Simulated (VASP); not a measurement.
# Mn3Sb: single point with PBEsol

Mn3Sb:

```
Mn Sb
1.0
     0.00000    5.98824    5.98824
     2.99412    0.00000    2.99412
     2.99412    2.99412    0.00000
Mn Sb
6 2
Direct
  0.37500 0.75000 0.75000
  0.12500 0.25000 0.25000
  0.00000 0.00000 0.00000
  0.87500 0.75000 0.75000
  0.62500 0.25000 0.25000
  0.50000 0.00000 0.00000
  0.25000 0.50000 0.50000
  0.75000 0.50000 0.50000
```

```yaml
Program: VASP 6.6.1
Task: single point
Functional: PBEsol
Potentials_or_basis: VASP PAW PBE potentials, release 64 (Mn_pv, Sb)
Cutoff: 520 eV
k_mesh: 3 × 6 × 6
Occupations: fermi-dirac, width 0.1 eV
Spin: collinear spin, antiferromagnetic start
Starting_moments: "[3.2, -3.2, 3.2, -3.2, 3.2, -3.2, 0.0, 0.0] μB"
Dipole_correction: no
Further_INCAR_settings: ALGO = Normal; EDIFF = 1e-07; NBANDS = 58
```

| Item | Value |
| --- | --- |
| Pressure | -9.5 GPa |
| Band gap on the k mesh | zero (filled and empty bands overlap) |
| Net moment | 0.00 μB per cell |
| Site moments | Mn +0.29, -0.29, +2.68, -2.68 (each value once); Sb +0.00 μB |
| Valence electrons inside the program's atomic spheres | Mn 11.88, 11.69 (each value once); Sb 2.56 |

Stress tensor (GPa, compression positive):
```
-9.46  0.37  0.37
 0.37 -9.46 -0.37
 0.37 -0.37 -9.46
```

Levels at points of the mesh, in eV from the Fermi level:
Spin up:
| k point | band 42 | band 43 | band 44 | band 45 | band 46 | band 47 |
| --- | --- | --- | --- | --- | --- | --- |
| (0.00, 0.00, 0.00) | 0.13 | 0.21 | 0.21 | 0.46 | 0.46 | 0.73 |
| (0.00, 0.50, 0.00) | -0.76 | -0.68 | -0.07 | 0.06 | 0.13 | 0.21 |
Spin down:
| k point | band 40 | band 41 | band 42 | band 43 | band 44 | band 45 | band 46 | band 47 | band 48 | band 49 |
| --- | --- | --- | --- | --- | --- | --- | --- | --- | --- | --- |
| (0.00, 0.00, 0.00) | -0.66 | -0.66 | 0.13 | 0.21 | 0.21 | 0.46 | 0.46 | 0.73 | 0.73 | 0.75 |
| (0.00, 0.50, 0.00) | -0.91 | -0.81 | -0.76 | -0.68 | -0.07 | 0.06 | 0.13 | 0.21 | 0.67 | 0.77 |

Wall time 8.1 min on 1 thread of Oxide Virtual Turin-like Processor, with other jobs on the host, peak memory 0.34 GiB.

Caveat: the cell stands under tension; the antiferromagnetic order is the one typed at the start, and another may lie lower; the PAW data sets were made with another functional, which shifts forces and pressure a little; spin-orbit coupling is left out, which moves the levels of the heavy elements.
